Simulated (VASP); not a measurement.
# CdO (Fm-3m) in VASP: settings compared

Aim: see how the results for CdO move with the level of theory and the settings. Levels: RPBE+D3(BJ), revPBE, LDA, PBE+D4, revPBE+D4. Tasks: single point.

Program: VASP 6.6.1. These are calculated values, not measurements. Logs are shortened: lines on timing, memory, paths and dates and some standing lists are left out, and cuts for length are marked.

**1. The cell of the first run**

It takes space group Fm-3m (No. 225, cubic). The conventional cell has a = 4.635 Å, b = 4.635 Å, c = 4.635 Å, α = 90.00°, β = 90.00°, γ = 90.00°. Cd (site symmetry m-3m) has 6 O at 2.32 Å within 3.1 Å. Within 3.1 Å of O (site symmetry m-3m) lie 6 Cd at 2.32 Å.

**2. Single point, RPBE+D3(BJ)**

File INCAR:

```
SYSTEM = CdO
PREC = Accurate
ENCUT = 700
EDIFF = 1E-6
ISMEAR = -1
SIGMA = 0.05
LREAL = .False.
LASPH = .True.
NELM = 120
ALGO = Normal
ISIF = 2
LWAVE = .False.
LCHARG = .False.
GGA = RP
IVDW = 12
NBANDS = 20
GGA_COMPAT = .False.
```

File KPOINTS:

```
regular mesh
0
Gamma
  10 10 10
  0 0 0
```

File POSCAR:

```
CdO
1.0
    0.0000000000      2.3177461075      2.3177461075
    2.3177461075      0.0000000000      2.3177461075
    2.3177461075      2.3177461075      0.0000000000
Cd O
1 1
Direct
    0.0000000000      0.0000000000      0.0000000000
    0.5000000000      0.5000000000      0.5000000000
```

Potentials or basis: VASP PAW PBE potentials, release 64 (Cd_sv_GW, O).

Run with:

```sh
cat potpaw_PBE.64/Cd_sv_GW/POTCAR potpaw_PBE.64/O/POTCAR > POTCAR
mpirun -np 1 vasp_std > vasp.out
```

OUTCAR:

```text
SYSTEM = CdO
   PREC = Accurate
   ENCUT = 700
   EDIFF = 1E-6
   ISMEAR = -1
   LREAL = .False.
   LASPH = .True.
   NELM = 120
   ISIF = 2
   GGA = RP
   IVDW = 12
 IVDW          = 12

 ion  position               nearest neighbor table
   1  0.000  0.000  0.000-
   2  0.500  0.500  0.500-

  LATTYP: Found a face centered cubic cell.
 ALAT       =     4.6354922150

  Lattice vectors:

 A1 = (   0.0000000000,   2.3177461075,   2.3177461075)
 A2 = (   2.3177461075,   0.0000000000,   2.3177461075)
 A3 = (   2.3177461075,   2.3177461075,   0.0000000000)

Analysis of symmetry for initial positions (statically):
=====================================================================
 Subroutine PRICEL returns:
 Original cell was already a primitive cell.

 Routine SETGRP: Setting up the symmetry group for a
 face centered cubic supercell.

 Subroutine GETGRP returns: Found 48 space group operations
 (whereof 48 operations were pure point group operations)
 out of a pool of 48 trial point group operations.

The static configuration has the point symmetry O_h .

Analysis of symmetry for dynamics (positions and initial velocities):
=====================================================================
 Subroutine PRICEL returns:
 Original cell was already a primitive cell.

 Routine SETGRP: Setting up the symmetry group for a
 face centered cubic supercell.

 Subroutine GETGRP returns: Found 48 space group operations
 (whereof 48 operations were pure point group operations)
 out of a pool of 48 trial point group operations.

The dynamic configuration has the point symmetry O_h .

 Subroutine INISYM returns: Found 48 space group operations
 (whereof 48 operations are pure point group operations),
 and found     1 'primitive' translations

----------------------------------------------------------------------------------------

                                     Primitive cell

  volume of cell :      24.9016

  direct lattice vectors                    reciprocal lattice vectors
     0.000000000  2.317746108  2.317746108    -0.215726821  0.215726821  0.215726821
     2.317746108  0.000000000  2.317746108     0.215726821 -0.215726821  0.215726821
     2.317746108  2.317746108  0.000000000     0.215726821  0.215726821 -0.215726821

  length of vectors
     3.277787979  3.277787979  3.277787979     0.373649815  0.373649815  0.373649815
[... 75 lines left out ...]
   ISPIN  =      1    spin polarized calculation?
   LNONCOLLINEAR =      F non collinear calculations
   LSORBIT =      F    spin-orbit coupling
   LASPH  =      T    aspherical Exc in radial PAW
   ENCUT  =  700.0 eV  51.45 Ry    7.17 a.u.   7.07  7.07  7.07*2*pi/ulx,y,z
   NELM   =    120;   NELMIN=  2; NELMDL= -5     # of ELM steps
   EDIFF  = 0.1E-05   stopping-criterion for ELM
   LREAL  =      F    real-space projection
   EDIFFG = 0.1E-04   stopping-criterion for IOM
   NSW    =      0    number of steps for IOM
   IBRION =     -1    ionic relax: 0-MD 1-quasi-New 2-CG
   NFREE  =      0    steps in history (QN), initial steepest desc. (CG)
   ISIF   =      2    stress and relaxation
   ISYM   =      2    0-nonsym 1-usesym 2-fastsym
   POTIM  = 0.5000    time-step for ionic-motion
   TEBEG  =    0.0;   TEEND  =   0.0 temperature during run
   PSTRESS=    0.0 pullay stress
   NELECT =      26.0000    total number of electrons
   NUPDOWN=      -1.0000    fix difference up-down
   EMIN   =  10.00;   EMAX   =-10.00  energy-range for DOS
   EFERMI =   0.00;   METHOD = LEGACY
   ISMEAR =    -1;   SIGMA  =   0.05  broadening in eV -4-tet -1-fermi 0-gaus
   EFERMI_NEDOS =   21; number of points for ismear=-14 and -15
   IALGO  =     38    algorithm
   IMIX   =      4    mixing-type and parameters
     AMIX     =   0.40;   BMIX     =  1.00
     AMIX_MAG =   1.60;   BMIX_MAG =  1.00
  volume/ion in A,a.u.               =      12.45        84.02
  Fermi-wavevector in a.u.,A,eV,Ry     =   1.660823  3.138501 37.529412  2.758334
  Thomas-Fermi vector in A             =   2.747993
   LORBIT       =      0    0 simple, 1 ext, 2 COOP (PROOUT), +10 PAW based schemes
   GGA     = RP    functional components
   LHFCALC =     F    Hartree Fock is set to
   AEXX    =    0.0000 exact exchange contribution
   IVDW    =    12    specifies the selected vdW correction
   LEPSILON=     F    determine dielectric tensor
   LRPA    =     F    only Hartree local field effects (RPA)
 non-spin polarized calculation
  energy-cutoff  :      700.00
  volume of cell :       24.90
 maximum number of plane-waves:      1067
   NGX = 15   NGY = 15   NGZ = 15

 number of electron      25.9999992 magnetization

 Free energy of the ion-electron system (eV)
  ---------------------------------------------------
  ext. energy  EPLUGINS =         0.00000000
  ---------------------------------------------------
  free energy    TOTEN  =        -6.89275879 eV

  energy without entropy =       -6.89223488  energy(sigma->0) =       -6.89249684

 E-fermi :   5.8149     XC(G=0): -11.9426

 val. band max:        5.6554787378   @ k =   0.5000   0.0000   0.0000
 cond. band min:       6.3858499549   @ k =   0.1000   0.0000   0.0000
 fundamental gap:      0.7303712171
 Fermi energy:         5.8149116088

 k-point     1 :       0.0000    0.0000    0.0000
  band No.  band energies     occupation
      1     -94.8711      2.00000
      2     -55.9531      2.00000
      3     -55.9531      2.00000
      4     -55.9531      2.00000
      5     -12.0854      2.00000
      6      -1.1648      2.00000
[... 541 lines left out ...]
     19      29.6074      0.00000
     20      29.7612      0.00000

 [... further k-points ...]

------------------------ aborting loop because EDIFF is reached ----------------------------------------

 Edisp (eV)   -2.61734

 E8    (eV) :    -1.5746

  FORCE on cell =-STRESS in cart. coord.  units (eV):
  Direction    XX          YY          ZZ          XY          YZ          ZX
  --------------------------------------------------------------------------------------
  -------------------------------------------------------------------------------------
  Total      -0.85123    -0.85123    -0.85123     0.00000     0.00000    -0.00000
  in kB     -54.76846   -54.76846   -54.76846     0.00000     0.00000    -0.00000
  external pressure =      -54.77 kB  Pullay stress =        0.00 kB

 VOLUME and BASIS-vectors are now :
 -----------------------------------------------------------------------------
  energy-cutoff  :      700.00
  volume of cell :       24.90
      direct lattice vectors                 reciprocal lattice vectors
     0.000000000  2.317746108  2.317746108    -0.215726821  0.215726821  0.215726821
     2.317746108  0.000000000  2.317746108     0.215726821 -0.215726821  0.215726821
     2.317746108  2.317746108  0.000000000     0.215726821  0.215726821 -0.215726821

 POSITION                                       TOTAL-FORCE (eV/Angst)
 -----------------------------------------------------------------------------------
      0.00000      0.00000      0.00000        -0.000000     -0.000000     -0.000000
      2.31775      2.31775      2.31775         0.000000      0.000000      0.000000
 -----------------------------------------------------------------------------------
    total drift:                                0.000000      0.000000      0.000000

  FREE ENERGIE OF THE ION-ELECTRON SYSTEM (eV)
  ---------------------------------------------------
  free  energy   TOTEN  =        -9.5101013247 eV

  energy  without entropy=       -9.5095774102  energy(sigma->0) =       -9.50983937
```

stdout:

```text
POSCAR found type information on POSCAR CdO
 POSCAR found :  2 types and       2 ions
 scaLAPACK will be used
 -----------------------------------------------------------------------------
|                                                                             |
|                                                                             |
|     You enforced a specific xc type in the INCAR file but a different       |
|     I HOPE YOU KNOW WHAT YOU ARE DOING!                                     |
|                                                                             |
 -----------------------------------------------------------------------------

 LDA part: xc-table for (Slater+PW92), standard interpolation
 POSCAR, INCAR and KPOINTS ok, starting setup
 FFT: planning ... GRIDC
 FFT: planning ... GRID_SOFT
 FFT: planning ... GRID
 WAVECAR not read
 entering main loop
```

It took 44 s on 1 thread of Intel Xeon Platinum 8375C at 2.90GHz (Ice Lake), shared host; peak memory 0.2 GiB.

What came out:

| Item | Value |
| --- | --- |
| Free energy | -9.5101 eV |
| Pressure | -5.5 GPa |
| Band gap on the k mesh | zero (bands 13 and 14 overlap by 0.25 eV) |
| Dispersion energy per atom | -1.309 eV |

Caveat: the cell stands under tension; the dispersion term is far too large for a dense solid, which distorts pressure and volume; semilocal functionals underestimate gaps, and a narrow one can read as zero; the PAW data sets were made with another functional, which shifts forces and pressure a little.

**3. Single point, revPBE**

File INCAR:

```
SYSTEM = CdO
ALGO     = Normal         ! electronic algorithm
EDIFF    = 1E-6           ! SCF threshold, eV
ENCUT    = 700            ! plane-wave cutoff, eV
GGA      = RE             ! functional
GGA_COMPAT= .FALSE.      
ISIF     = 2              ! what is computed and relaxed
ISMEAR   = -1             ! smearing method
LASPH    = .TRUE.         ! aspherical terms in the spheres
LCHARG   = .TRUE.         ! write CHGCAR
LELF     = .TRUE.         ! ELF
LREAL    = .FALSE.        ! projectors in reciprocal space
LVHAR    = .TRUE.       
LWAVE    = .FALSE.        ! write WAVECAR
NBANDS   = 20             ! bands
NELM     = 120            ! most SCF steps
PREC     = Accurate       ! precision mode
SIGMA    = 0.05           ! smearing width, eV
```

File KPOINTS:

```
k-points
0
G
  10 10 10
  0 0 0
```

POSCAR is that of step 2.

Potentials or basis: VASP PAW PBE potentials, release 64 (Cd_sv_GW, O).

Run with:

```sh
cat potpaw_PBE.64/Cd_sv_GW/POTCAR potpaw_PBE.64/O/POTCAR > POTCAR
mpirun -np 1 vasp_std > vasp.out
```

It took 26 s on 1 thread of AMD EPYC 7R13 (Zen 3), shared host; peak memory 0.16 GiB.

The run converged. Its results:

* Free energy: -7.0153 eV
* Pressure: 16.3 GPa
* Band gap on the k mesh: zero (bands 13 and 14 overlap by 0.27 eV)

Levels at points of the mesh, in eV from the Fermi level:
| k point | band 10 | band 11 | band 12 | band 13 | band 14 | band 15 | band 16 | band 17 |
| --- | --- | --- | --- | --- | --- | --- | --- | --- |
| (0.00, 0.00, 0.00) | -6.64 | -1.68 | -1.68 | -1.68 | -0.43 | 14.45 | 17.21 | 17.21 |
| (0.50, 0.00, 0.00) | -6.37 | -4.05 | -0.16 | -0.16 | 4.36 | 7.52 | 12.01 | 12.01 |
| (0.50, 0.50, 0.00) | -5.85 | -4.75 | -2.67 | -2.67 | 4.01 | 8.60 | 11.27 | 13.59 |

Caveat: the cell stands under pressure; semilocal functionals underestimate gaps, and a narrow one can read as zero; the PAW data sets were made with another functional, which shifts forces and pressure a little.

[end of part 1 of 2]

The gap in the log of VASP goes by the Fermi energy; the results here count the filled bands.